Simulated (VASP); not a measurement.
# GaSb (I-4m2) in VASP: notebook, part 2 of 2

VASP 6.6.1. The steps go on from the part before.

## Step 5: Single point, PBE (26.40 Å³/atom)

Contents of INCAR:

```
PREC     = Accurate       # precision mode
ENCUT    = 520            # plane-wave cutoff, eV
EDIFF    = 1E-7           # SCF threshold, eV
ISMEAR   = 0              # smearing method
SIGMA    = 0.15           # smearing width, eV
LREAL    = False          # projectors in reciprocal space
LASPH    = True           # aspherical terms in the spheres
NELM     = 80             # most SCF steps
ALGO     = Normal         # electronic algorithm
ISIF     = 2              # what is computed and relaxed
LWAVE    = False          # write WAVECAR
LCHARG   = True           # write CHGCAR
GGA      = PE             # functional
LELF     = True           # ELF
LVHAR    = True         
NBANDS   = 16             # bands
```

Contents of KPOINTS:

```
regular mesh
0
Gamma
  14 14 14
```

Contents of POSCAR:

```
GaSb
1.0
    0.0000000000      3.1410603832      2.8989943546
    2.8989943546      0.0000000000      2.8989943546
    2.8989943546      3.1410603832      0.0000000000
Ga Sb
1 1
Direct
    0.0000000000      0.0000000000      0.0000000000
    0.7500000000      0.7500000000      0.7500000000
```

Potentials or basis: VASP PAW PBE potentials, release 64 (Ga_d, Sb).

Run with:

```sh
$ cat potpaw_PBE.64/Ga_d/POTCAR potpaw_PBE.64/Sb/POTCAR > POTCAR
$ mpirun -np 1 vasp_std > vasp.out
```

OUTCAR:

```text
PREC = Accurate
   ENCUT = 520
   EDIFF = 1E-7
   ISMEAR = 0
   LREAL = False
   LASPH = True
   NELM = 80
   ISIF = 2
   GGA = PE

 ion  position               nearest neighbor table
   1  0.000  0.000  0.000-   2 2.58   2 2.58   2 2.58   2 2.58
   2  0.750  0.750  0.750-   1 2.58   1 2.58   1 2.58   1 2.58

  LATTYP: Found a body centered tetragonal cell.
 ALAT       =     4.0997971335
 C/A-ratio  =     1.5323003948

  Lattice vectors:

 A1 = (   0.0000000000,  -3.1410603832,   2.8989943546)
 A2 = (   0.0000000000,  -3.1410603832,  -2.8989943546)
[... 625 lines left out ...]
      4      -9.4236      2.00000
      5      -9.4121      2.00000
      6      -5.4734      2.00000
[... 8 lines left out ...]
     15      14.1914      0.00000
     16      14.7043      0.00000

 [... further k-points ...]
[... 5 lines left out ...]
  --------------------------------------------------------------------------------------
  -------------------------------------------------------------------------------------
  Total        3.0036419      1.6589258      3.0036419      0.0000000      0.0000000      0.0000000
  in kB       91.1502197     50.3427009     91.1502197      0.0000000      0.0000000      0.0000000
  external PRESSURE =      77.5477134 kB  Pullay stress =       0.0000000 kB

 VOLUME and BASIS-vectors are now :
 -----------------------------------------------------------------------------
  energy-cutoff  :      520.00
  volume of cell :       52.80
      direct lattice vectors                 reciprocal lattice vectors
     0.000000000  3.141060383  2.898994355    -0.172473603  0.159181913  0.172473603
     2.898994355  0.000000000  2.898994355     0.172473603 -0.159181913  0.172473603
     2.898994355  3.141060383  0.000000000     0.172473603  0.159181913 -0.172473603

 POSITION                                       TOTAL-FORCE (eV/Angst)
 -----------------------------------------------------------------------------------
      0.00000      0.00000      0.00000         0.000000      0.000000      0.000000
      4.34849      4.71159      4.34849        -0.000000     -0.000000     -0.000000
 -----------------------------------------------------------------------------------
    total drift:                               -0.000003     -0.000008     -0.000003

  FREE ENERGIE OF THE ION-ELECTRON SYSTEM (eV)
  ---------------------------------------------------
  free  energy   TOTEN  =        -7.1820500836 eV

  energy  without entropy=       -7.1818575695  energy(sigma->0) =       -7.18195383
```

OSZICAR:

```text
N       E                     dE             d eps       ncg     rms          rms(c)
DAV:   1     0.833607223585E+02    0.83361E+02   -0.86314E+03  7968   0.143E+03
DAV:   2    -0.805591209225E+00   -0.84166E+02   -0.80992E+02  9248   0.305E+02
DAV:   3    -0.713792821812E+01   -0.63323E+01   -0.63166E+01  9384   0.653E+01
DAV:   4    -0.724761554394E+01   -0.10969E+00   -0.10968E+00  9968   0.966E+00
DAV:   5    -0.725011533619E+01   -0.24998E-02   -0.24997E-02  9952   0.128E+00    0.350E+00
DAV:   6    -0.719808397664E+01    0.52031E-01   -0.64439E-02 11768   0.412E+00    0.212E+00
DAV:   7    -0.718067333788E+01    0.17411E-01   -0.45106E-02  9120   0.175E+00    0.361E-01
DAV:   8    -0.718158587747E+01   -0.91254E-03   -0.45399E-03 10352   0.787E-01    0.108E-01
DAV:   9    -0.718202996479E+01   -0.44409E-03   -0.72533E-04  9312   0.199E-01    0.409E-02
DAV:  10    -0.718202674121E+01    0.32236E-05   -0.25736E-05 10200   0.353E-02    0.141E-02
DAV:  11    -0.718204989077E+01   -0.23150E-04   -0.33217E-05  9288   0.361E-02    0.638E-03
DAV:  12    -0.718205002978E+01   -0.13901E-06   -0.92551E-07 10296   0.844E-03    0.177E-03
DAV:  13    -0.718205008362E+01   -0.53846E-07   -0.12359E-07  8800   0.223E-03
   1 F= -.71820501E+01 E0= -.71819538E+01  d E =-.192514E-03
```

stdout:

```text
POSCAR found type information on POSCAR GaSb
 POSCAR found :  2 types and       2 ions
 scaLAPACK will be used
 LDA part: xc-table for (Slater+PW92), standard interpolation
 POSCAR, INCAR and KPOINTS ok, starting setup
 FFT: planning ... GRIDC
 FFT: planning ... GRID_SOFT
 FFT: planning ... GRID
 WAVECAR not read
 entering main loop
```

Wall time 3.3 min (1 thread of Intel Xeon 8259CL, shared host); peak memory 0.35 GiB.

Results:

```
Free energy            : -7.1821 eV
Pressure               : 7.8 GPa
Band gap on the k mesh : 0.28 eV (least direct gap 0.39 eV)
```

Stress tensor (GPa, compression positive):
```
9.12 0.00 0.00
0.00 5.03 0.00
0.00 0.00 9.12
```

Levels at points of the mesh, in eV from the valence-band top:
```csv
k point,band 7,band 8,band 9,band 10,band 11,band 12
"(0.00, 0.00, 0.00)",-0.56,0.00,0.00,0.39,2.52,2.52
"(0.50, 0.00, 0.00)",-6.97,-1.82,-1.11,0.28,3.45,3.81
"(0.50, 0.50, 0.00)",-7.24,-3.24,-3.16,0.41,0.73,8.65
"(0.50, 0.00, 0.50)",-7.65,-2.69,-2.69,1.06,1.29,8.98
```

Caveat: the cell stands under pressure; spin-orbit coupling is left out, which moves the levels of the heavy elements. A k mesh can miss the band edges.

## Step 6: Single point, PBE (33.60 Å³/atom)

This run uses another cell than the first one, of 33.60 Å³/atom.

INCAR, as its differences from that of step 5:

```diff
@@ -11,6 +11,4 @@
 LWAVE    = False          # write WAVECAR
-LCHARG   = True           # write CHGCAR
+LCHARG   = False          # write CHGCAR
 GGA      = PE             # functional
-LELF     = True           # ELF
-LVHAR    = True         
 NBANDS   = 16             # bands
```

KPOINTS is that of step 5.

Contents of POSCAR:

```
GaSb
1.0
    0.0000000000      3.1139385175      3.2847452716
    3.2847452716      0.0000000000      3.2847452716
    3.2847452716      3.1139385175      0.0000000000
Ga Sb
1 1
Direct
    0.0000000000      0.0000000000      0.0000000000
    0.7500000000      0.7500000000      0.7500000000
```

Potentials or basis: VASP PAW PBE potentials, release 64 (Ga_d, Sb).

Run with:

```sh
$ cat potpaw_PBE.64/Ga_d/POTCAR potpaw_PBE.64/Sb/POTCAR > POTCAR
$ mpirun -np 1 vasp_std > vasp.out
```

Run time: 4.8 min. Hardware: 1 thread of Intel Xeon 8259CL, shared host; peak memory 0.42 GiB.

It converged, with:

```yaml
Free_energy: -7.2649 eV
Pressure: -3.8 GPa
Band_gap_on_the_k_mesh: 0.09 eV (least direct gap 0.25 eV)
```

Stress tensor (GPa, compression positive):
```
-4.42  0.00  0.00
 0.00 -2.58  0.00
 0.00  0.00 -4.42
```

Levels at points of the mesh, in eV from the valence-band top:
```tsv
k point	band 6	band 7	band 8	band 9	band 10	band 11	band 12	band 13
(0.00, 0.00, 0.00)	-10.47	-1.04	-0.08	-0.08	0.17	2.72	2.87	2.87
(0.50, 0.00, 0.00)	-9.22	-5.67	-1.08	-0.76	0.09	3.62	3.85	6.52
(0.50, 0.50, 0.00)	-8.66	-6.21	-1.98	-1.94	1.14	1.61	7.53	7.57
(0.50, 0.00, 0.50)	-8.53	-6.02	-2.23	-2.23	0.80	1.36	7.71	7.71
```

Caveat: the cell stands under tension; spin-orbit coupling is left out, which moves the levels of the heavy elements. A k mesh can miss the band edges.

## Step 7: The runs side by side

| cell | gap on the mesh (eV) | pressure (GPa) |
| --- | --- | --- |
| a = 4.177, b = 4.286 Å, angles 59.1, 61.7, 59.1°, 2 atoms | 0.24 | 7.8 |
| a = 4.632, b = 4.443 Å, angles 61.3, 57.3, 61.3°, 2 atoms | none | -3.8 |
| a = 4.510, b = 4.687 Å, angles 58.7, 62.6, 58.7°, 2 atoms | - | -3.8 |
| a = 4.274, b = 4.100 Å, angles 61.3, 57.3, 61.3°, 2 atoms | 0.28 | 7.8 |
| a = 4.526, b = 4.645 Å, angles 59.1, 61.7, 59.1°, 2 atoms | 0.09 | -3.8 |

Alike in all rows: task single point; level PBE; potentials or basis VASP PAW PBE potentials, release 64 (Ga_d, Sb); no spin polarisation; k mesh 14 × 14 × 14; cutoff (eV) 520; smearing gaussian 0.15 eV.

Caveats: spin-orbit coupling is left out, which moves the levels of the heavy elements; the cell stands under tension (at least some runs); the cell stands under pressure (at least some runs); semilocal functionals underestimate gaps, so a narrow gap can read as zero (at least some runs).

Absolute energies hang on the potentials; compare differences alone.
